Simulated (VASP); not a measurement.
Input of a VASP 6.6.1 run:

The input INCAR:

```
SYSTEM = AlRu
PREC = Accurate ; ENCUT = 600
EDIFF = 1E-7 ; ISMEAR = 0
SIGMA = 0.1 ; LREAL = .False.
LASPH = .True. ; NELM = 60
ALGO = Normal ; ISIF = 3
LWAVE = .False. ; LCHARG = .False.
GGA = PE ; IBRION = 2
NSW = 90 ; EDIFFG = -0.04
ISYM = 0
```

The input KPOINTS:

```
Automatic mesh
0
Gamma
  3 3 3
  0 0 0
```

File POSCAR:

```
AlRu
1.0
    4.7386000000      0.1382290000      0.1339230000
    0.1382290000      5.1409900000     -0.1331950000
    0.1339230000     -0.1331950000      5.1751580000
Al Ru
4 4
Direct
    0.4476646618      0.6151986653      0.2986820523
    0.3400914868      0.0728395168      0.2392137076
    0.5818450987      0.6228609640      0.7541397860
    0.9876520888      0.4590685845      0.4807665592
    0.8623436091      0.9623581369      0.4919822611
    0.0646016207      0.7388287206      0.9588662050
    0.3352747374      0.1735095494      0.7422682952
    0.8070993803      0.2616140196      0.0439249691
```

Potentials or basis: VASP PAW PBE potentials, release 64 (Al, Ru_pv).

Run with:

```bash
$ cat potpaw_PBE.64/Al/POTCAR potpaw_PBE.64/Ru_pv/POTCAR > POTCAR
$ mpirun -np 1 vasp_std > vasp.out
```

(1) Predict the relaxed cell.

(2) Estimate the relaxed volume.

Answers

(1) a = 4.840 Å, b = 4.868 Å, c = 4.873 Å, α = 89.66°, β = 90.89°, γ = 91.09°.

(2) 14.35 Å³/atom.

Caveat: the k points lie up to 0.43 Å⁻¹ apart in the final cell.
